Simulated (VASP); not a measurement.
# Cl (P6_3/mmc) in VASP: further runs

Cl is run at these levels: PBE; tasks: relaxation of cell and atoms, single point.

Program: VASP 6.6.1. These are calculated values, not measurements. Logs are shortened: lines on timing, memory, paths and dates and some standing lists are left out, and cuts for length are marked.

## Step 1: The cell of the first run

It takes space group P6_3/mmc (No. 194, hexagonal). The conventional cell has a = 3.160 Å, b = 3.160 Å, c = 5.160 Å, α = 90.00°, β = 90.00°, γ = 120.00°. Within 4.2 Å of Cl (site symmetry -6m2) lie 12 Cl at 3.16 Å.

## Step 2: Relaxation of cell and atoms, PBE

Input file INCAR:

```
SYSTEM = Cl
  ALGO = Normal
  EDIFF = 1E-6
  EDIFFG = -0.03
  ENCUT = 600
  GGA = PE
  IBRION = 2
  ISIF = 3
  ISMEAR = -1
  LASPH = .True.
  LCHARG = .False.
  LREAL = .False.
  LWAVE = .False.
  NELM = 80
  NSW = 60
  PREC = Accurate
  SIGMA = 0.02
```

Input file KPOINTS:

```
k-points
0
Gamma
  9 9 5
  0 0 0
```

Input file POSCAR:

```
Cl
1.0
    3.1600000000      0.0000000000      0.0000000000
   -1.5800000000      2.7366402760      0.0000000000
    0.0000000000      0.0000000000      5.1602800000
Cl
2
Direct
    0.3333333333      0.6666666667      0.2500000000
    0.6666666667      0.3333333333      0.7500000000
```

Potentials or basis: VASP PAW PBE potentials, release 64 (Cl).

Launch:

```
cat potpaw_PBE.64/Cl/POTCAR > POTCAR
mpirun -np 1 vasp_std > vasp.out
```

OUTCAR:

```text
SYSTEM = Cl
   EDIFF = 1E-6
   EDIFFG = -0.03
   ENCUT = 600
   GGA = PE
   IBRION = 2
   ISIF = 3
   ISMEAR = -1
   LASPH = .True.
   LREAL = .False.
   NELM = 80
   NSW = 60
   PREC = Accurate

 ion  position               nearest neighbor table
   1  0.333  0.667  0.250-
   2  0.667  0.333  0.750-

  LATTYP: Found a hexagonal cell.
 ALAT       =     3.1600000000
 C/A-ratio  =     1.6330000000

  Lattice vectors:

 A1 = (   3.1600000000,   0.0000000000,   0.0000000000)
 A2 = (  -1.5800000000,   2.7366402760,   0.0000000000)
 A3 = (   0.0000000000,   0.0000000000,   5.1602800000)

Analysis of symmetry for initial positions (statically):
=====================================================================
 Subroutine PRICEL returns:
 Original cell was already a primitive cell.

 Routine SETGRP: Setting up the symmetry group for a
 hexagonal supercell.

 Subroutine GETGRP returns: Found 24 space group operations
 (whereof 12 operations were pure point group operations)
 out of a pool of 24 trial point group operations.

The static configuration has the point symmetry D_3d.
 The point group associated with its full space group is D_6h.

Analysis of symmetry for dynamics (positions and initial velocities):
=====================================================================
 Subroutine PRICEL returns:
 Original cell was already a primitive cell.

 Routine SETGRP: Setting up the symmetry group for a
 hexagonal supercell.

 Subroutine GETGRP returns: Found 24 space group operations
 (whereof 12 operations were pure point group operations)
 out of a pool of 24 trial point group operations.

The dynamic configuration has the point symmetry D_3d.
 The point group associated with its full space group is D_6h.

 Subroutine INISYM returns: Found 24 space group operations
 (whereof 12 operations are pure point group operations),
 and found     1 'primitive' translations

----------------------------------------------------------------------------------------

                                     Primitive cell

  volume of cell :      44.6250

  direct lattice vectors                    reciprocal lattice vectors
     3.160000000  0.000000000  0.000000000     0.316455696  0.182705781  0.000000000
    -1.580000000  2.736640276  0.000000000     0.000000000  0.365411563  0.000000000
     0.000000000  0.000000000  5.160280000     0.000000000  0.000000000  0.193787934

  length of vectors
     3.160000000  3.160000000  5.160280000     0.365411563  0.365411563  0.193787934

  position of ions in fractional coordinates (direct lattice)
     0.333333333  0.666666667  0.250000000
     0.666666667  0.333333333  0.750000000

  ion indices of the primitive-cell ions
   primitive index   ion index
                 1           1
                 2           2

----------------------------------------------------------------------------------------

 KPOINTS: k-points

Automatic generation of k-mesh.
 Grid dimensions read from file:
 generate k-points for:    9    9    5

 Generating k-lattice:

  Cartesian coordinates                     Fractional coordinates (reciprocal lattice)
     0.035161744  0.020300642  0.000000000     0.111111111  0.000000000  0.000000000
     0.000000000  0.040601285  0.000000000     0.000000000  0.111111111  0.000000000
     0.000000000  0.000000000  0.038757587     0.000000000  0.000000000  0.200000000

  Length of vectors
     0.040601285  0.040601285  0.038757587

  Shift w.r.t. Gamma in fractional coordinates (k-lattice)
     0.000000000  0.000000000  0.000000000

 Subroutine IBZKPT returns following result:
 ===========================================

 Found     36 irreducible k-points:

 Following reciprocal coordinates:
            Coordinates               Weight
  0.000000  0.000000  0.000000      1.000000
  0.111111  0.000000  0.000000      6.000000
  0.222222 -0.000000  0.000000      6.000000
  0.333333 -0.000000  0.000000      6.000000
  0.444444 -0.000000  0.000000      6.000000
  0.111111  0.111111  0.000000      6.000000
[... 16 lines left out ...]
  0.333333  0.222222  0.200000     24.000000
  0.333333  0.333333  0.200000      4.000000
 [... further k-points ...]
   k-points           NKPTS =     36   k-points in BZ     NKDIM =     36   number of bands    NBANDS=     11
   number of dos      NEDOS =    301   number of ions     NIONS =      2
   total plane-waves  NPLWV =  32928
   dimension x,y,z NGX =    28 NGY =   28 NGZ =   42
   dimension x,y,z NGXF=    56 NGYF=   56 NGZF=   84
   ions per type =               2
   NGX,Y,Z   is equivalent  to a cutoff of  14.73, 14.73, 13.53 a.u.
   NGXF,Y,Z  is equivalent  to a cutoff of  29.46, 29.46, 27.06 a.u.
 SYSTEM =  Cl
   PREC   = accura    normal or accurate (medium, high low for compatibility)
   ISTART =      0    job   : 0-new  1-cont  2-samecut
   ICHARG =      2    charge: 1-file 2-atom 10-const
   ISPIN  =      1    spin polarized calculation?
   LNONCOLLINEAR =      F non collinear calculations
   LSORBIT =      F    spin-orbit coupling
   LASPH  =      T    aspherical Exc in radial PAW
   ENCUT  =  600.0 eV  44.10 Ry    6.64 a.u.   6.31  6.31 10.31*2*pi/ulx,y,z
   NELM   =     80;   NELMIN=  2; NELMDL= -5     # of ELM steps
   EDIFF  = 0.1E-05   stopping-criterion for ELM
   LREAL  =      F    real-space projection
   EDIFFG = -.3E-01   stopping-criterion for IOM
   NSW    =     60    number of steps for IOM
   IBRION =      2    ionic relax: 0-MD 1-quasi-New 2-CG
   NFREE  =      1    steps in history (QN), initial steepest desc. (CG)
   ISIF   =      3    stress and relaxation
   ISYM   =      2    0-nonsym 1-usesym 2-fastsym
   POTIM  = 0.5000    time-step for ionic-motion
   TEBEG  =    0.0;   TEEND  =   0.0 temperature during run
   PSTRESS=    0.0 pullay stress
   NELECT =      14.0000    total number of electrons
   NUPDOWN=      -1.0000    fix difference up-down
   EMIN   =  10.00;   EMAX   =-10.00  energy-range for DOS
   EFERMI =   0.00;   METHOD = LEGACY
   ISMEAR =    -1;   SIGMA  =   0.02  broadening in eV -4-tet -1-fermi 0-gaus
   EFERMI_NEDOS =   21; number of points for ismear=-14 and -15
   IALGO  =     38    algorithm
   IMIX   =      4    mixing-type and parameters
     AMIX     =   0.40;   BMIX     =  1.00
     AMIX_MAG =   1.60;   BMIX_MAG =  1.00
  volume/ion in A,a.u.               =      22.31       150.57
  Fermi-wavevector in a.u.,A,eV,Ry     =   1.112393  2.102118 16.836089  1.237418
  Thomas-Fermi vector in A             =   2.248966
   LORBIT       =      0    0 simple, 1 ext, 2 COOP (PROOUT), +10 PAW based schemes
   GGA     = PE    functional components
   LHFCALC =     F    Hartree Fock is set to
   AEXX    =    0.0000 exact exchange contribution
   IVDW    =     0    specifies the selected vdW correction
   LEPSILON=     F    determine dielectric tensor
   LRPA    =     F    only Hartree local field effects (RPA)
 conjugate gradient relaxation of ions
 non-spin polarized calculation
  energy-cutoff  :      600.00
  volume of cell :       44.62
 maximum number of plane-waves:      1509
 NGX is ok and might be reduce to    28
   NGX = 13   NGY = 13   NGZ = 21

--------------------------------------- Ionic step        1  -------------------------------------------

 number of electron      13.9999999 magnetization

 Free energy of the ion-electron system (eV)
  ---------------------------------------------------
  ext. energy  EPLUGINS =         0.00000000
  ---------------------------------------------------
  free energy    TOTEN  =        -1.77055907 eV

  energy without entropy =       -1.75918545  energy(sigma->0) =       -1.76487226

------------------------ aborting loop because EDIFF is reached ----------------------------------------

  FORCE on cell =-STRESS in cart. coord.  units (eV):
  Direction    XX          YY          ZZ          XY          YZ          ZX
  --------------------------------------------------------------------------------------
  -------------------------------------------------------------------------------------
  Total       -0.2626277     -0.2626277     -0.2826292     -0.0000000      0.0000000      0.0000000
  in kB       -9.4291598     -9.4291598    -10.1472771     -0.0000000      0.0000000      0.0000000
  external PRESSURE =      -9.6685323 kB  Pullay stress =       0.0000000 kB

 VOLUME and BASIS-vectors are now :
 -----------------------------------------------------------------------------
  energy-cutoff  :      600.00
  volume of cell :       44.62
      direct lattice vectors                 reciprocal lattice vectors
     3.160000000  0.000000000  0.000000000     0.316455696  0.182705781  0.000000000
    -1.580000000  2.736640276  0.000000000     0.000000000  0.365411563  0.000000000
     0.000000000  0.000000000  5.160280000     0.000000000  0.000000000  0.193787934
[... 37 lines left out ...]
 POSITION                                       TOTAL-FORCE (eV/Angst)
 -----------------------------------------------------------------------------------
     -0.00000      1.81287      1.28128         0.000000      0.000000      0.000000
      1.56999      0.90643      3.84383        -0.000000     -0.000000      0.000000
 -----------------------------------------------------------------------------------
    total drift:                               -0.000000      0.000000     -0.000000

  FREE ENERGIE OF THE ION-ELECTRON SYSTEM (eV)
  ---------------------------------------------------
  free  energy   TOTEN  =        -1.7744209438 eV

  energy  without entropy=       -1.7632071787  energy(sigma->0) =       -1.76881406

--------------------------------------- Ionic step        3  -------------------------------------------

 number of electron      14.0000000 magnetization

 Free energy of the ion-electron system (eV)
  ---------------------------------------------------
  ext. energy  EPLUGINS =         0.00000000
  ---------------------------------------------------
  free energy    TOTEN  =        -1.77540879 eV

  energy without entropy =       -1.76432014  energy(sigma->0) =       -1.76986446

 E-fermi :   1.5204     XC(G=0):  -9.4802

 val. band max:        1.5195810567   @ k =   0.3333   0.1111   0.2000
 cond. band min:       1.5271053013   @ k =   0.2222   0.1111   0.4000
 fundamental gap:      0.0075242447
 Fermi energy:         1.5203915363

 k-point     1 :       0.0000    0.0000    0.0000
  band No.  band energies     occupation
      1     -13.6608      2.00000
      2     -12.0975      2.00000
      3      -2.7988      2.00000
      4       1.7173      0.00011
      5       1.7173      0.00011
      6       2.2865      0.00000
      7       2.2865      0.00000
      8       2.3106      0.00000
      9      11.3261      0.00000
     10      11.4655      0.00000
     11      15.4121      0.00000

 k-point     2 :       0.1111    0.0000    0.0000
  band No.  band energies     occupation
      1     -13.5295      2.00000
      2     -12.0201      2.00000
      3      -2.6374      2.00000
      4       1.1023      2.00000
      5       1.5358      0.63243
      6       1.7503      0.00002
      7       2.2405      0.00000
      8       2.2412      0.00000
      9      11.8831      0.00000
     10      12.0506      0.00000
     11      14.3927      0.00000
[... 295 lines left out ...]
 k-point    24 :       0.3333    0.3333    0.2000
  band No.  band energies     occupation
      1     -11.7002      2.00000
      2     -11.7002      2.00000
      3      -1.6631      2.00000
      4      -1.3510      2.00000
      5      -1.3510      2.00000
      6      -0.2610      2.00000
      7       0.7764      2.00000
      8       0.7764      2.00000
      9      11.0081      0.00000
     10      13.7731      0.00000
     11      13.7731      0.00000

 [... further k-points ...]
[... 5 lines left out ...]
  --------------------------------------------------------------------------------------
  -------------------------------------------------------------------------------------
  Total        0.0168132      0.0168132     -0.0438981      0.0000000      0.0000000      0.0000000
  in kB        0.6249873      0.6249873     -1.6317980      0.0000000      0.0000000      0.0000000
  external PRESSURE =      -0.1272745 kB  Pullay stress =       0.0000000 kB

 VOLUME and BASIS-vectors are now :
 -----------------------------------------------------------------------------
  energy-cutoff  :      600.00
  volume of cell :       43.10
      direct lattice vectors                 reciprocal lattice vectors
     3.124518344  0.000000000  0.000000000     0.320049329  0.184780566 -0.000000000
    -1.562259172  2.705912260  0.000000000     0.000000000  0.369561133 -0.000000000
     0.000000000  0.000000000  5.097925673     0.000000000 -0.000000000  0.196158215

 POSITION                                       TOTAL-FORCE (eV/Angst)
 -----------------------------------------------------------------------------------
     -0.00000      1.80394      1.27448        -0.000000      0.000000      0.000000
      1.56226      0.90197      3.82344         0.000000     -0.000000      0.000000
 -----------------------------------------------------------------------------------
    total drift:                               -0.000000      0.000000     -0.000000

  FREE ENERGIE OF THE ION-ELECTRON SYSTEM (eV)
  ---------------------------------------------------
  free  energy   TOTEN  =        -1.7754087911 eV

  energy  without entropy=       -1.7643201382  energy(sigma->0) =       -1.76986446

 reached required accuracy - stopping structural energy minimisation
```

Run time: 16 s. Hardware: 1 thread of AMD EPYC 9R45 (Zen 5), shared host; peak memory 0.14 GiB.

What came out:

```
Free energy                            : -1.7754 eV
Relaxed volume                         : 21.55 Å³/atom
Relaxed cell                           : a = 3.125 Å, b = 3.125 Å, c = 5.098 Å, α = 90.00°, β = 90.00°, γ = 120.00°
Space group after relaxing (to 0.05 Å) : P6_3/mmc (No. 194)
Energy gained by relaxing              : 2.4 meV/atom
Ionic steps                            : 3
Pressure after relaxing                : 0.0 GPa
Band gap on the k mesh                 : zero (band 7 reaches 2.29 eV, above the bottom of band 8 at 0.22 eV)
```

Stress tensor (GPa, compression positive):
```
 0.06  0.00  0.00
 0.00  0.06  0.00
 0.00  0.00 -0.16
```

The path:
| step | energy change (eV) | largest force (eV/Å) | pressure (GPa) | volume (Å³) |
| --- | --- | --- | --- | --- |
| 1 | 0.0000 | 0.0000 | -0.97 | 44.62 |
| 2 | -0.0039 | 0.0000 | -0.45 | 43.76 |
| 3 | -0.0048 | 0.0000 | -0.01 | 43.10 |

Final structure:
```
Cl
1.0
     3.12452    0.00000    0.00000
    -1.56226    2.70591    0.00000
     0.00000    0.00000    5.09793
Cl
2
Direct
  0.33333 0.66667 0.25000
  0.66667 0.33333 0.75000
```

## Step 3: Single point, PBE

This run uses another cell than the first one, of 22.99 Å³/atom, 1.030 times its volume.

Input file INCAR:

```
SYSTEM = Cl
  ALGO = Normal
  EDIFF = 1E-6
  ENCUT = 520
  GGA = PE
  ISIF = 2
  ISMEAR = -1
  LASPH = .TRUE.
  LCHARG = .FALSE.
  LREAL = .FALSE.
  LWAVE = .FALSE.
  NBANDS = 14
  NELM = 80
  PREC = Accurate
  SIGMA = 0.02
```

Input file KPOINTS:

```
k-points
0
G
  9 9 5
  0 0 0
```

Input file POSCAR:

```
Cl
1.0
    3.7046512780      0.0000000000      0.0000000000
   -1.8523256390      3.2083221189      0.0000000000
    0.0000000000      0.0000000000      3.8687389371
Cl
2
Direct
    0.3333333333      0.6666666667      0.2500000000
    0.6666666667      0.3333333333      0.7500000000
```

Potentials or basis: VASP PAW PBE potentials, release 64 (Cl).

Launch:

```
cat potpaw_PBE.64/Cl/POTCAR > POTCAR
mpirun -np 1 vasp_std > vasp.out
```

Run time: 10 s. Hardware: 1 thread of Intel Xeon Platinum 8488C (Sapphire Rapids), shared host; peak memory 0.15 GiB.

The run converged. Its results:

```
Free energy            : -2.1944 eV
Pressure               : -0.1 GPa
Band gap on the k mesh : zero (band 7 reaches 1.98 eV, above the bottom of band 8 at 0.46 eV)
```

Levels at points of the mesh, in eV from the Fermi level:
```csv
k point,band 5,band 6,band 7,band 8,band 9,band 10
"(0.00, 0.00, 0.00)",-2.24,-0.29,-0.29,0.71,7.56,8.29
```
